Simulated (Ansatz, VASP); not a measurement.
# Si2Ni: VASP beside Ansatz

File INCAR:

```
PREC = Accurate ; ENCUT = 520
EDIFF = 1E-6 ; ISMEAR = -1
SIGMA = 0.05 ; LREAL = False
LASPH = True ; NELM = 60
ALGO = Normal ; ISIF = 2
LWAVE = False ; LCHARG = False
GGA = PS ; NBANDS = 16
```

KPOINTS

```
regular mesh
0
Gamma
  9 9 9
```

POSCAR

```
Si2Ni
1.0
    0.0000000000      2.7030000000      2.7030000000
    2.7030000000      0.0000000000      2.7030000000
    2.7030000000      2.7030000000      0.0000000000
Ni Si
1 2
Direct
    0.0000000000      0.0000000000      0.0000000000
    0.7500000000      0.7500000000      0.7500000000
    0.2500000000      0.2500000000      0.2500000000
```

The input input.yaml:

```yaml
crystal:
  lattice:
    - [0.0, 2.703, 2.703]
    - [2.703, 0.0, 2.703]
    - [2.703, 2.703, 0.0]
  atoms:
    - { symbol: Ni, position: [0.0, 0.0, 0.0] }
    - { symbol: Si, position: [0.75, 0.75, 0.75] }
    - { symbol: Si, position: [0.25, 0.25, 0.25] }
hamiltonian:
  xc: pbesol
  pseudopotentials: { kind: paw }
kpoints:
  mp_grid: { grid: [9, 9, 9] }
scf:
  occupations: { method: fermi_dirac, width: 0.05 }
output:
  forces: true
  stress: true
  eigenvalues: true
```

Alike in both runs: task single point; functional PBEsol; k mesh 9 × 9 × 9; occupations fermi-dirac, width 0.05 eV; no spin polarisation.

|  | VASP | Ansatz |
| --- | --- | --- |
| version | VASP 6.6.1 | Ansatz 0.2.0 |
| potentials or method | VASP PAW PBE potentials, release 64 (Ni, Si) | Ansatz PAW |
| plane-wave cutoff (eV) | 520 | 420 |
| valence electrons in the cell | 18 | 26 |

```csv
,VASP,Ansatz,Ansatz less VASP
gap on the k mesh at the Fermi level (eV),none,none,-
pressure (GPa),-0.8,-0.9,-0.06
```

VASP's potentials were made for PBE, not for PBEsol. A gap of «none» marks a metal or a gap that the smearing closes. VASP's potentials hold 18 valence electrons a cell and Ansatz's 26, so a difference there can come from the potentials and not from the codes.
